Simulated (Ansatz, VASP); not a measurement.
# Two plane-wave programs on FeS2

The input INCAR:

```
PREC = Accurate
ENCUT = 600
EDIFF = 1E-6
ISMEAR = -1
SIGMA = 0.05
LREAL = F
LASPH = T
NELM = 200
ALGO = Normal
ISIF = 2
LWAVE = F
LCHARG = T
LMAXMIX = 4
LDAU = T
LDAUTYPE = 2
LDAUL = 2 -1
LDAUU = 4 0
LDAUJ = 0 0
LDAUPRINT = 1
GGA = PE
LELF = T
LVHAR = T
NBANDS = 52
GGA_COMPAT = F
```

KPOINTS

```
Automatic mesh
0
Gamma
  5 5 5
```

The input POSCAR:

```
FeS2
1.0
    5.4178000000      0.0000000000      0.0000000000
    0.0000000000      5.4178000000      0.0000000000
    0.0000000000      0.0000000000      5.4178000000
Fe S
4 8
Direct
    0.0000000000      0.0000000000      0.0000000000
    0.5000000000      0.0000000000      0.5000000000
    0.5000000000      0.5000000000      0.0000000000
    0.0000000000      0.5000000000      0.5000000000
    0.3848200000      0.3848200000      0.3848200000
    0.1151800000      0.6151800000      0.8848200000
    0.8848200000      0.1151800000      0.6151800000
    0.6151800000      0.8848200000      0.1151800000
    0.6151800000      0.6151800000      0.6151800000
    0.8848200000      0.3848200000      0.1151800000
    0.1151800000      0.8848200000      0.3848200000
    0.3848200000      0.1151800000      0.8848200000
```

Input for Ansatz:

```yaml
crystal:
  lattice:
    - [5.4178, 0.0, 0.0]
    - [0.0, 5.4178, 0.0]
    - [0.0, 0.0, 5.4178]
  atoms:
    - { symbol: Fe, position: [0.0, 0.0, 0.0] }
    - { symbol: Fe, position: [0.5, 0.0, 0.5] }
    - { symbol: Fe, position: [0.5, 0.5, 0.0] }
    - { symbol: Fe, position: [0.0, 0.5, 0.5] }
    - { symbol: S, position: [0.38482, 0.38482, 0.38482] }
    - { symbol: S, position: [0.11518, 0.61518, 0.88482] }
    - { symbol: S, position: [0.88482, 0.11518, 0.61518] }
    - { symbol: S, position: [0.61518, 0.88482, 0.11518] }
    - { symbol: S, position: [0.61518, 0.61518, 0.61518] }
    - { symbol: S, position: [0.88482, 0.38482, 0.11518] }
    - { symbol: S, position: [0.11518, 0.88482, 0.38482] }
    - { symbol: S, position: [0.38482, 0.11518, 0.88482] }
  symmetry: { tolerance: 0.0003 }
hamiltonian:
  xc: pbe
  pseudopotentials: { kind: paw, azcp: { folder: soft_1 } }
  hubbard: { sites: [{ species: Fe, l: d, u_eff: 4.0 }] }
basis:
  ecutwfc: 420
magnetization:
  spin_polarized: false
scf:
  occupations: { method: fermi_dirac, width: 0.05 }
kpoints:
  mp_grid: { grid: [5, 5, 5], shift: [0, 0, 0] }
output:
  forces: true
  stress: true
  eigenvalues: true
```

Alike in both runs: task single point; functional PBE; k mesh 5 × 5 × 5; occupations fermi-dirac, width 0.05 eV; no spin polarisation; Hubbard terms Fe d U = 4.0 eV.

```csv
,VASP,Ansatz
version,VASP 6.6.1,Ansatz 0.2.0
potentials or method,"VASP PAW PBE potentials, release 64 (Fe, S), cutoff 600 eV",PAW plane waves
valence electrons in the cell,80,112
```

Ansatz gave:

| Property | Result |
| --- | --- |
| pressure (GPa) | 5.2 |
| rms of the force components (eV/Å) | 0.293 |

Question: What did VASP give for the same quantities?

Answer: Pressure (GPa): 5.0; rms of the force components (eV/Å): 0.276.

The programs project onto different local orbitals, so the same U acts differently, and such runs can settle in different states. Atom by atom the forces differ by 0.018 eV/Å (rms over components). VASP's potentials hold 80 valence electrons a cell and Ansatz's 112, so a difference there can come from the potentials and not from the codes.
